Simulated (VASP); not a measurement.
# NaH in VASP: a series of runs, part 2 of 2

VASP 6.6.1. The steps go on from the part before.

## 3. Electric field gradients, PBEsol (equal xx and yy strain of -2 %)

INCAR

```
ALGO = Normal
EDIFF = 1E-8
ENCUT = 400
GGA = PS
GGA_COMPAT = False
ISIF = 2
ISMEAR = -1
LASPH = True
LCHARG = False
LEFG = True
LREAL = False
LWAVE = False
NBANDS = 11
NELM = 120
PREC = Accurate
SIGMA = 0.03
```

KPOINTS

```
k-points
0
Gamma
  9 9 9
```

POSCAR

```
NaH
1.0
    0.0000000000      2.3912000000      2.4400000000
    2.3912000000      0.0000000000      2.4400000000
    2.3912000000      2.3912000000      0.0000000000
Na H
1 1
Direct
    0.0000000000      0.0000000000      0.0000000000
    0.5000000000      0.5000000000      0.5000000000
```

Potentials or basis: VASP PAW PBE potentials, release 64 (Na_pv, H).

Started as:

```bash
> cat potpaw_PBE.64/Na_pv/POTCAR potpaw_PBE.64/H/POTCAR > POTCAR
> mpirun -np 1 vasp_std > vasp.out
```

OUTCAR:

```text
EDIFF = 1E-8
   ENCUT = 400
   GGA = PS
   ISIF = 2
   ISMEAR = -1
   LASPH = True
   LREAL = False
   NELM = 120
   PREC = Accurate

 ion  position               nearest neighbor table
   1  0.000  0.000  0.000-
   2  0.500  0.500  0.500-

  LATTYP: Found a body centered tetragonal cell.
 ALAT       =     3.3816674703
 C/A-ratio  =     1.4430750636

  Lattice vectors:

 A1 = (  -2.3912000000,   0.0000000000,   2.4400000000)
 A2 = (   2.3912000000,   0.0000000000,   2.4400000000)
 A3 = (   0.0000000000,   2.3912000000,  -2.4400000000)

[... 546 lines left out ...]
  free  energy   TOTEN  =        -5.0820999792 eV

  energy  without entropy=       -5.0820999792  energy(sigma->0) =       -5.08209998

 Electric field gradients (V/A^2)
---------------------------------------------------------------------
 ion       V_xx      V_yy      V_zz      V_xy      V_xz      V_yz
---------------------------------------------------------------------
   1      -0.937    -0.937     1.874     0.000     0.001     0.001
   2       0.105     0.105    -0.209    -0.001    -0.001    -0.001
---------------------------------------------------------------------

 Electric field gradients after diagonalization (V/A^2)
 (convention: |V_zz| > |V_xx| > |V_yy|)
----------------------------------------------------------------------
 ion       V_xx      V_yy      V_zz     asymmetry (V_yy - V_xx)/ V_zz
----------------------------------------------------------------------
   1      -0.937    -0.937     1.874       0.000
   2       0.106     0.103    -0.209       0.012
----------------------------------------------------------------------

           NMR quadrupolar parameters

 Cq : quadrupolar parameter    Cq=e*Q*V_zz/h
 eta: asymmetry parameters     (V_yy - V_xx)/ V_zz
 Q  : nuclear electric quadrupole moment in mb (millibarn)
----------------------------------------------------------------------
 ion       Cq(MHz)       eta       Q (mb)
----------------------------------------------------------------------
   1       0.005       0.000       1.000
   2      -0.001       0.012       1.000
----------------------------------------------------------------------
```

stdout:

```text
POSCAR found type information on POSCAR NaH
 POSCAR found :  2 types and       2 ions
 scaLAPACK will be used
 -----------------------------------------------------------------------------
|                                                                             |
|                                                                             |
|     You enforced a specific xc type in the INCAR file but a different       |
|     I HOPE YOU KNOW WHAT YOU ARE DOING!                                     |
|                                                                             |
 -----------------------------------------------------------------------------

 LDA part: xc-table for (Slater+PW92), standard interpolation
 POSCAR, INCAR and KPOINTS ok, starting setup
 FFT: planning ... GRIDC
 FFT: planning ... GRID_SOFT
 FFT: planning ... GRID
 WAVECAR not read
 entering main loop
ion   1

ion   2
```

It took 18 s on 1 thread of Intel Xeon 8259CL, shared host; peak memory 0.14 GiB.

Results:

| Property | Result |
| --- | --- |
| Free energy | -5.0821 eV |
| Pressure | -0.8 GPa |
| Band gap on the k mesh | 3.86 eV (least direct gap 4.62 eV) |
| Largest electric field gradient by atom | Na +1.9; H -0.2 V/Å² |

Electric field gradients, principal values (V/Å²):
| atom | least | middle | greatest (by size) |
| --- | --- | --- | --- |
| 1 Na | -0.937 | -0.937 | 1.874 |
| 2 H | 0.103 | 0.106 | -0.209 |

Caveat: the cell differs from its parent crystal (equal xx and yy strain of -2 %); without QUAD_EFG the Cq values of the log hold for a quadrupole moment of 1 mb, not for the nuclei; the PAW data sets were made with another functional, which shifts forces and pressure a little. A k mesh can miss the band edges.

## 4. Electric field gradients, PBEsol (equal xx and yy strain of -2 %)

INCAR

```
SYSTEM = NaH
PREC = Accurate ; ENCUT = 400
EDIFF = 1E-8 ; ISMEAR = -1
SIGMA = 0.03 ; LREAL = .False.
LASPH = .True. ; NELM = 120
ALGO = Normal ; ISIF = 2
LWAVE = .False. ; LCHARG = .False.
GGA = PS ; LEFG = .True.
NBANDS = 11 ; GGA_COMPAT = .False.
```

KPOINTS

```
Automatic mesh
0
Gamma
  9 9 9
  0 0 0
```

POSCAR is that of step 3.

Potentials or basis: VASP PAW PBE potentials, release 64 (Na_pv, H).

Started as:

```bash
> cat potpaw_PBE.64/Na_pv/POTCAR potpaw_PBE.64/H/POTCAR > POTCAR
> mpirun -np 1 vasp_std > vasp.out
```

OUTCAR:

```text
SYSTEM = NaH
   PREC = Accurate
   ENCUT = 400
   EDIFF = 1E-8
   ISMEAR = -1
   LREAL = .False.
   LASPH = .True.
   NELM = 120
   ISIF = 2
   GGA = PS

 ion  position               nearest neighbor table
   1  0.000  0.000  0.000-
   2  0.500  0.500  0.500-

  LATTYP: Found a body centered tetragonal cell.
 ALAT       =     3.3816674703
 C/A-ratio  =     1.4430750636

  Lattice vectors:

 A1 = (  -2.3912000000,   0.0000000000,   2.4400000000)
[... 546 lines left out ...]

  FREE ENERGIE OF THE ION-ELECTRON SYSTEM (eV)
  ---------------------------------------------------
  free  energy   TOTEN  =        -5.0820999792 eV

  energy  without entropy=       -5.0820999792  energy(sigma->0) =       -5.08209998

 Electric field gradients (V/A^2)
---------------------------------------------------------------------
 ion       V_xx      V_yy      V_zz      V_xy      V_xz      V_yz
---------------------------------------------------------------------
   1      -0.937    -0.937     1.874     0.000     0.001     0.001
   2       0.105     0.105    -0.209    -0.001    -0.001    -0.001
---------------------------------------------------------------------

 Electric field gradients after diagonalization (V/A^2)
 (convention: |V_zz| > |V_xx| > |V_yy|)
----------------------------------------------------------------------
 ion       V_xx      V_yy      V_zz     asymmetry (V_yy - V_xx)/ V_zz
----------------------------------------------------------------------
   1      -0.937    -0.937     1.874       0.000
   2       0.106     0.103    -0.209       0.012
----------------------------------------------------------------------

           NMR quadrupolar parameters

 Cq : quadrupolar parameter    Cq=e*Q*V_zz/h
 eta: asymmetry parameters     (V_yy - V_xx)/ V_zz
 Q  : nuclear electric quadrupole moment in mb (millibarn)
----------------------------------------------------------------------
 ion       Cq(MHz)       eta       Q (mb)
----------------------------------------------------------------------
   1       0.005       0.000       1.000
   2      -0.001       0.012       1.000
----------------------------------------------------------------------
```

stdout:

```text
POSCAR found type information on POSCAR NaH
 POSCAR found :  2 types and       2 ions
 scaLAPACK will be used
 -----------------------------------------------------------------------------
|                                                                             |
|                                                                             |
|     You enforced a specific xc type in the INCAR file but a different       |
|     I HOPE YOU KNOW WHAT YOU ARE DOING!                                     |
|                                                                             |
 -----------------------------------------------------------------------------

 LDA part: xc-table for (Slater+PW92), standard interpolation
 POSCAR, INCAR and KPOINTS ok, starting setup
 FFT: planning ... GRIDC
 FFT: planning ... GRID_SOFT
 FFT: planning ... GRID
 WAVECAR not read
 entering main loop
ion   1

ion   2
```

Run time: 16 s. Hardware: 1 thread of Intel Xeon 8259CL, shared host; peak memory 0.14 GiB.

Results:

* Free energy: -5.0821 eV
* Pressure: -0.8 GPa
* Band gap on the k mesh: 3.86 eV (least direct gap 4.62 eV)
* Largest electric field gradient by atom: Na +1.9; H -0.2 V/Å²

Stress tensor (GPa, compression positive):
```
-0.58  0.00  0.00
 0.00 -0.58  0.00
 0.00  0.00 -1.25
```

Electric field gradients, principal values (V/Å²):
| atom | least | middle | greatest (by size) |
| --- | --- | --- | --- |
| 1 Na | -0.937 | -0.937 | 1.874 |
| 2 H | 0.103 | 0.106 | -0.209 |

Caveat: the cell differs from its parent crystal (equal xx and yy strain of -2 %); without QUAD_EFG the Cq values of the log hold for a quadrupole moment of 1 mb, not for the nuclei; the PAW data sets were made with another functional, which shifts forces and pressure a little. A k mesh can miss the band edges.
